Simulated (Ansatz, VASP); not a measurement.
SrTe in VASP and in Ansatz

INCAR

```
SYSTEM = SrTe
PREC = Accurate
ENCUT = 500
EDIFF = 1E-6
ISMEAR = 0
SIGMA = 0.01
LREAL = .FALSE.
LASPH = .TRUE.
NELM = 120
ALGO = Normal
ISIF = 2
LWAVE = .FALSE.
LCHARG = .FALSE.
NBANDS = 15
GGA_COMPAT = .FALSE.
```

KPOINTS

```
Automatic mesh
0
G
  6 6 6
  0 0 0
```

The input POSCAR:

```
SrTe
1.0
    0.0000000000      3.3526569095      3.3526569095
    3.3526569095      0.0000000000      3.3526569095
    3.3526569095      3.3526569095      0.0000000000
Sr Te
1 1
Direct
    0.0000000000      0.0000000000      0.0000000000
    0.5000000000      0.5000000000      0.5000000000
```

Input for Ansatz:

```yaml
crystal:
  lattice:
    - [0.0, 3.3526569095, 3.3526569095]
    - [3.3526569095, 0.0, 3.3526569095]
    - [3.3526569095, 3.3526569095, 0.0]
  atoms:
    - { symbol: Sr, position: [0.0, 0.0, 0.0] }
    - { symbol: Te, position: [0.5, 0.5, 0.5] }
kpoints:
  mp_grid: { grid: [6, 6, 6] }
  band_path:
    path:
      - [0.0, 0.0, 0.0]
      - [0.5, 0.0, 0.5]
      - [0.625, 0.25, 0.625]
      - [0.375, 0.375, 0.75]
      - [0.5, 0.5, 0.5]
      - [0.5, 0.25, 0.75]
      - [0.0, 0.5, 0.5]
    npoints: 1
hamiltonian:
  xc: lda
scf:
  occupations: { method: fixed }
  n_extra_bands: 4
output:
  forces: true
  stress: true
  eigenvalues: true
  write_density: true
  write_potential: true
  elf: true
  volumetric_format: npy
```

Alike in both runs: task single point; functional LDA; k mesh 6 × 6 × 6; no spin polarisation.

|  | VASP | Ansatz |
| --- | --- | --- |
| version | VASP 6.6.1 | Ansatz 0.2.0 |
| potentials or method | VASP PAW LDA potentials, release 64 (Sr_sv, Te) | plane waves, PAW |
| plane-wave cutoff (eV) | 500 | 420 |
| occupations | gaussian, width 0.01 eV | fixed |
| valence electrons in the cell | 16 | 26 |

|  | VASP | Ansatz | Ansatz less VASP |
| --- | --- | --- | --- |
| gap on the k mesh at the Fermi level (eV) | 1.62 | 1.65 | +0.033 |
| pressure (GPa) | -2.6 | -2.7 | -0.12 |

LDA's correlation is that of Perdew and Zunger in VASP and of Perdew and Wang (1992) in Ansatz. VASP's potentials hold 16 valence electrons a cell and Ansatz's 26, so a difference there can come from the potentials and not from the codes.

Spin-orbit coupling is off throughout.
